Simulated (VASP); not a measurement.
Input of a VASP 6.6.1 run:

Contents of INCAR:

```
SYSTEM = Al2O3
ALGO = Normal ; EDIFF = 1E-7
ENCUT = 520 ; GGA = PS
ISIF = 2 ; ISMEAR = 0
LASPH = .TRUE. ; LCHARG = .FALSE.
LREAL = .FALSE. ; LWAVE = .FALSE.
NBANDS = 20 ; NELM = 80
PREC = Accurate ; SIGMA = 0.01
```

File KPOINTS:

```
k-points
0
G
  12 12 4
  0 0 0
```

The input POSCAR:

```
Al2O3
1.0
    2.9885023876      0.0000000000      0.0000000000
   -1.4942511938      2.5881189870      0.0000000000
    0.0000000000      0.0000000000      7.9725132722
Al O
2 3
Direct
    0.0000000000      0.0000000000      0.2903795568
    0.0000000000      0.0000000000      0.7096204432
    0.3333333333      0.6666666667      0.2158437515
    0.6666666667      0.3333333333      0.7841562485
    0.0000000000      0.0000000000      0.5000000000
```

Potentials or basis: VASP PAW PBE potentials, release 64 (Al, O).

The run is started by

```console
$ cat potpaw_PBE.64/Al/POTCAR potpaw_PBE.64/O/POTCAR > POTCAR
$ mpirun -np 1 vasp_std > vasp.out
```

Task: Predict the pressure.

Result: 0.3 GPa.

Task: Estimate the largest force.

Result: 0.091 eV/Å.

Task: Predict the band gap on the k mesh.

Result: 2.40 eV, direct.

Forces in eV/Å, atoms in the order of the input:
```
Al   0.000  0.000 -0.091
Al   0.000  0.000  0.091
O    0.000  0.000 -0.001
O    0.000  0.000  0.001
O    0.000  0.000  0.000
```

Caveat: the PAW data sets were made with another functional, which shifts forces and pressure a little. A k mesh can miss the band edges.
